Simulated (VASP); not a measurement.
# C (P-1) in VASP: notebook

The runs below take C through single point, with LDA.

Program: VASP 6.6.1. These are calculated values, not measurements. Logs are shortened: lines on timing, memory, paths and dates and some standing lists are left out, and cuts for length are marked.

## 1. The cell of the first run

The typed cell holds 2 atoms: a = 2.445 Å, b = 2.445 Å, c = 3.616 Å, α = 110.30°, β = 109.18°, γ = 60.00°.

## 2. Single point, LDA (strain -0.0200 x Voigt [0, 0, 0, 1, 0, 0])

The input, INCAR:

```
ALGO = Normal ; EDIFF = 1E-6
ENCUT = 520 ; GGA = CA
ISIF = 2 ; ISMEAR = 0
LASPH = T ; LCHARG = F
LREAL = F ; LWAVE = F
NBANDS = 11 ; NELM = 100
PREC = Accurate ; SIGMA = 0.05
```

The input, KPOINTS:

```
k-points
0
Gamma
  14 14 8
```

The input, POSCAR:

```
C
1.0
    2.1172982844     -1.2223180717      0.0006268158
    2.1172982844      1.2225500221     -0.0238218652
   -1.3916690928     -0.0333730192      3.3373019203
C
2
Direct
    0.8333830096      0.8333830096      0.0001497828
    0.1666169904      0.1666169904      0.9998502172
```

Potentials or basis: VASP PAW LDA potentials, release 64 (C).

Run with:

```console
$ cat potpaw_LDA.64/C/POTCAR > POTCAR
$ mpirun -np 1 vasp_std > vasp.out
```

OUTCAR:

```text
EDIFF = 1E-6
   ENCUT = 520
   GGA = CA
   ISIF = 2
   ISMEAR = 0
   LASPH = T
   LREAL = F
   NELM = 100
   PREC = Accurate

 ion  position               nearest neighbor table
   1  0.833  0.833  0.000-   2 1.41   2 1.41   2 1.41
   2  0.167  0.167  1.000-   1 1.41   1 1.41   1 1.41

  LATTYP: Found a triclinic cell.
 ALAT       =     2.4450251661
 B/A-ratio  =     0.9999051353
 C/A-ratio  =     1.4700938532
 COS(alpha) =     0.0096610900
 COS(beta)  =     0.3312611751
 COS(gamma) =     0.4999668150

  Lattice vectors:

 A1 = (  -2.1172982844,  -1.2225500221,   0.0238218652)
 A2 = (  -2.1172982844,   1.2223180717,  -0.0006268158)
 A3 = (  -0.7256291916,  -1.1891770029,  -3.3134800551)

Analysis of symmetry for initial positions (statically):
=====================================================================
 Subroutine PRICEL returns:
 Original cell was already a primitive cell.

 Routine SETGRP: Setting up the symmetry group for a
 triclinic supercell.

 Subroutine GETGRP returns: Found  2 space group operations
 (whereof  2 operations were pure point group operations)
 out of a pool of  2 trial point group operations.

The static configuration has the point symmetry S_2 .

Analysis of symmetry for dynamics (positions and initial velocities):
=====================================================================
 Subroutine PRICEL returns:
 Original cell was already a primitive cell.

 Routine SETGRP: Setting up the symmetry group for a
 triclinic supercell.

 Subroutine GETGRP returns: Found  2 space group operations
 (whereof  2 operations were pure point group operations)
 out of a pool of  2 trial point group operations.

The dynamic configuration has the point symmetry S_2 .

 Subroutine INISYM returns: Found  2 space group operations
 (whereof  2 operations are pure point group operations),
 and found     1 'primitive' translations

----------------------------------------------------------------------------------------

                                     Primitive cell

  volume of cell :      17.2344

  direct lattice vectors                    reciprocal lattice vectors
     2.117298284 -1.222318072  0.000626816     0.236690641 -0.408073819  0.094620265
     2.117298284  1.222550022 -0.023821865     0.236690641  0.410048036  0.102801484
    -1.391669093 -0.033373019  3.337301920     0.001645057  0.003003593  0.300359284

  length of vectors
     2.444793220  2.445025166  3.615997888     0.481144153  0.484489418  0.300378806
[... 88 lines left out ...]
   ISYM   =      2    0-nonsym 1-usesym 2-fastsym
   POTIM  = 0.5000    time-step for ionic-motion
   TEBEG  =    0.0;   TEEND  =   0.0 temperature during run
   PSTRESS=    0.0 pullay stress
   NELECT =       8.0000    total number of electrons
   NUPDOWN=      -1.0000    fix difference up-down
   EMIN   =  10.00;   EMAX   =-10.00  energy-range for DOS
   EFERMI =   0.00;   METHOD = LEGACY
   ISMEAR =     0;   SIGMA  =   0.05  broadening in eV -4-tet -1-fermi 0-gaus
   EFERMI_NEDOS =   21; number of points for ismear=-14 and -15
   IALGO  =     38    algorithm
   IMIX   =      4    mixing-type and parameters
     AMIX     =   0.40;   BMIX     =  1.00
     AMIX_MAG =   1.60;   BMIX_MAG =  1.00
  volume/ion in A,a.u.               =       8.62        58.15
  Fermi-wavevector in a.u.,A,eV,Ry     =   1.267572  2.395364 21.861013  1.606739
  Thomas-Fermi vector in A             =   2.400713
   LORBIT       =      0    0 simple, 1 ext, 2 COOP (PROOUT), +10 PAW based schemes
   GGA     = CA    functional components
   LHFCALC =     F    Hartree Fock is set to
   AEXX    =    0.0000 exact exchange contribution
   IVDW    =     0    specifies the selected vdW correction
   LEPSILON=     F    determine dielectric tensor
   LRPA    =     F    only Hartree local field effects (RPA)
 non-spin polarized calculation
 Gauss-broadening in eV      SIGMA  =   0.05
  energy-cutoff  :      520.00
  volume of cell :       17.23
 maximum number of plane-waves:       477
   NGX =  9   NGY =  9   NGZ = 13

 number of electron       8.0000000 magnetization

 Free energy of the ion-electron system (eV)
  ---------------------------------------------------
  ext. energy  EPLUGINS =         0.00000000
  ---------------------------------------------------
  free energy    TOTEN  =       -20.22415655 eV

  energy without entropy =      -20.22415655  energy(sigma->0) =      -20.22415655

 E-fermi :   4.7755     XC(G=0): -10.8538

 val. band max:        4.5669860817   @ k =   0.3571  -0.2857   0.1250
 cond. band min:       5.1512895935   @ k =  -0.2857   0.3571   0.1250
 fundamental gap:      0.5843035118
 Fermi energy:         4.7754594058

 k-point     1 :       0.0000    0.0000    0.0000
  band No.  band energies     occupation
      1     -14.8641      2.00000
      2      -1.8875      2.00000
      3       1.7941      2.00000
      4       1.7966      2.00000
      5       8.6300      0.00000
      6      13.2626      0.00000
      7      13.2705      0.00000
      8      16.3291      0.00000
      9      18.2945      0.00000
     10      27.5094      0.00000
     11      30.3645      0.00000
[... 309 lines left out ...]
 k-point    24 :       0.0714    0.1429   -0.0000
  band No.  band energies     occupation
      1     -14.4799      2.00000
      2      -1.6013      2.00000
      3       0.5267      2.00000
      4       1.0172      2.00000
      5       9.3472      0.00000
      6      13.5519      0.00000
      7      14.5765      0.00000
      8      15.0781      0.00000
      9      18.9318      0.00000
     10      27.2782      0.00000
     11      28.6038      0.00000

 [... further k-points ...]

------------------------ aborting loop because EDIFF is reached ----------------------------------------

  FORCE on cell =-STRESS in cart. coord.  units (eV):
  Direction    XX          YY          ZZ          XY          YZ          ZX
  --------------------------------------------------------------------------------------
  -------------------------------------------------------------------------------------
  Total        0.1370435      0.1319105     -0.0125014     -0.0053077      0.0090877     -0.0002657
  in kB       12.7400929     12.2629143     -1.1621787     -0.4934263      0.8448272     -0.0247032
  external PRESSURE =       7.9469428 kB  Pullay stress =       0.0000000 kB

 VOLUME and BASIS-vectors are now :
 -----------------------------------------------------------------------------
  energy-cutoff  :      520.00
  volume of cell :       17.23
      direct lattice vectors                 reciprocal lattice vectors
     2.117298284 -1.222318072  0.000626816     0.236690641 -0.408073819  0.094620265
     2.117298284  1.222550022 -0.023821865     0.236690641  0.410048036  0.102801484
    -1.391669093 -0.033373019  3.337301920     0.001645057  0.003003593  0.300359284

 POSITION                                       TOTAL-FORCE (eV/Angst)
 -----------------------------------------------------------------------------------
      3.52883      0.00019     -0.01883        -0.000683     -0.004741      0.000160
     -0.68590     -0.03333      3.33294         0.000683      0.004741     -0.000160
 -----------------------------------------------------------------------------------
    total drift:                                0.000000      0.000000     -0.000000

  FREE ENERGIE OF THE ION-ELECTRON SYSTEM (eV)
  ---------------------------------------------------
  free  energy   TOTEN  =       -20.2241565460 eV

  energy  without entropy=      -20.2241565460  energy(sigma->0) =      -20.22415655
```

stdout:

```text
POSCAR found type information on POSCAR C
 POSCAR found :  1 types and       2 ions
 scaLAPACK will be used
 LDA part: xc-table for (Slater(with rela. corr.)+CA(PZ))
 , standard interpolation
 POSCAR, INCAR and KPOINTS ok, starting setup
 FFT: planning ... GRIDC
 FFT: planning ... GRID_SOFT
 FFT: planning ... GRID
 WAVECAR not read
 entering main loop
```

Run time: 57 s. Hardware: 1 thread of Intel Xeon 6975P-C (Granite Rapids), shared host; peak memory 0.21 GiB.

Results:

| Property | Result |
| --- | --- |
| Free energy | -20.2242 eV |
| Pressure | 0.8 GPa |
| Largest force | 0.005 eV/Å |

Forces on the atoms (eV/Å):
```
C   -0.001 -0.005  0.000
C    0.001  0.005  0.000
```

Caveat: the cell differs from its parent crystal (strain -0.0200 x Voigt [0, 0, 0, 1, 0, 0]).

## 3. Single point, LDA (strain +0.0100 x Voigt [0, 0, 0, 1, 0, 0])

The input, INCAR:

```
SYSTEM = C
ALGO = Normal
EDIFF = 1E-6
ENCUT = 520
ISIF = 2
ISMEAR = 0
LASPH = .True.
LCHARG = .False.
LREAL = .False.
LWAVE = .False.
NBANDS = 11
NELM = 100
PREC = Accurate
SIGMA = 0.05
```

The input, KPOINTS:

```
k-points
0
Gamma
  14 14 8
  0 0 0
```

The input, POSCAR:

```
C
1.0
    2.1172982844     -1.2224920345     -0.0177096949
    2.1172982844      1.2223760593     -0.0054853545
   -1.3916690928      0.0166865096      3.3373019203
C
2
Direct
    0.8333830096      0.8333830096      0.0001497828
    0.1666169904      0.1666169904      0.9998502172
```

Potentials or basis: VASP PAW LDA potentials, release 64 (C).

Run with:

```console
$ cat potpaw_LDA.64/C/POTCAR > POTCAR
$ mpirun -np 1 vasp_std > vasp.out
```

It took 45 s on 1 thread of Intel Xeon 6975P-C (Granite Rapids), shared host; peak memory 0.21 GiB.

Results (log left out):

* Free energy: -20.2242 eV
* Pressure: 0.8 GPa

Forces on the atoms (eV/Å):
```
C    0.000  0.002  0.000
C    0.000 -0.002  0.000
```

Stress tensor (GPa, compression positive):
```
 1.28  0.02 -0.01
 0.02  1.27 -0.04
-0.01 -0.04 -0.13
```

Caveat: the cell differs from its parent crystal (strain +0.0100 x Voigt [0, 0, 0, 1, 0, 0]).

## 4. Single point, LDA (strain +0.0350 x Voigt [0, 0, 0, 1, 0, 0])

The input, INCAR:

```
PREC = Accurate
ENCUT = 520
EDIFF = 1E-6
ISMEAR = 0
SIGMA = 0.05
LREAL = F
LASPH = T
NELM = 80
ALGO = Normal
ISIF = 2
LWAVE = F
LCHARG = T
LELF = T
LVHAR = T
NBANDS = 11
```

The input, KPOINTS:

```
Automatic mesh
0
Gamma
  14 14 8
```

The input, POSCAR:

```
C
1.0
    2.1172982844     -1.2226370036     -0.0329901205
    2.1172982844      1.2222310902      0.0097950711
   -1.3916690928      0.0584027836      3.3373019203
C
2
Direct
    0.8333830096      0.8333830096      0.0001497828
    0.1666169904      0.1666169904      0.9998502172
```

Run with:

```console
$ cat potpaw_LDA.64/C/POTCAR > POTCAR
$ mpirun -np 1 vasp_std > vasp.out
```

Wall time 47 s (1 thread of Intel Xeon 6975P-C (Granite Rapids), shared host); peak memory 0.21 GiB.

Results (log left out):

```
Free energy   : -20.2240 eV
Pressure      : 0.8 GPa
Largest force : 0.008 eV/Å
```

Forces on the atoms (eV/Å):
```
C   -0.002  0.008  0.000
C    0.002 -0.008  0.000
```

Stress tensor (GPa, compression positive):
```
 1.25  0.09  0.01
 0.09  1.11 -0.15
 0.01 -0.15 -0.09
```

Caveat: the cell differs from its parent crystal (strain +0.0350 x Voigt [0, 0, 0, 1, 0, 0]).

## 5. Single point, LDA (strain +0.0250 x Voigt [0, 0, 0, 1, 0, 0])

The input, INCAR:

```
  ALGO = Normal
  EDIFF = 1E-7
  ENCUT = 520
  ISIF = 2
  ISMEAR = 0
  LASPH = True
  LCHARG = True
  LELF = True
  LREAL = False
  LVHAR = True
  LWAVE = False
  NBANDS = 11
  NELM = 60
  PREC = Accurate
  SIGMA = 0.05
```

The input, KPOINTS:

```
k-points
0
Gamma
  14 14 8
```

The input, POSCAR:

```
C
1.0
    2.1172982844     -1.2225790160     -0.0268779503
    2.1172982844      1.2222890778      0.0036829009
   -1.3916690928      0.0417162740      3.3373019203
C
2
Direct
    0.8333830096      0.8333830096      0.0001497828
    0.1666169904      0.1666169904      0.9998502172
```

Run with:

```console
$ cat potpaw_LDA.64/C/POTCAR > POTCAR
$ mpirun -np 1 vasp_std > vasp.out
```

Wall time 61 s (1 thread of Intel Xeon 6975P-C (Granite Rapids), shared host); peak memory 0.21 GiB.

The run converged. Its results:

```yaml
Free_energy: -20.2241 eV
Pressure: 0.8 GPa
Largest_force: 0.006 eV/Å
```

Forces in eV/Å, atoms in the order of the input:
```
C   -0.001  0.006  0.000
C    0.001 -0.006  0.000
```

Stress tensor (GPa, compression positive):
```
 1.27  0.06  0.00
 0.06  1.20 -0.11
 0.00 -0.11 -0.11
```

Caveat: the cell differs from its parent crystal (strain +0.0250 x Voigt [0, 0, 0, 1, 0, 0]).

(Part 1 of 2 ends here.)
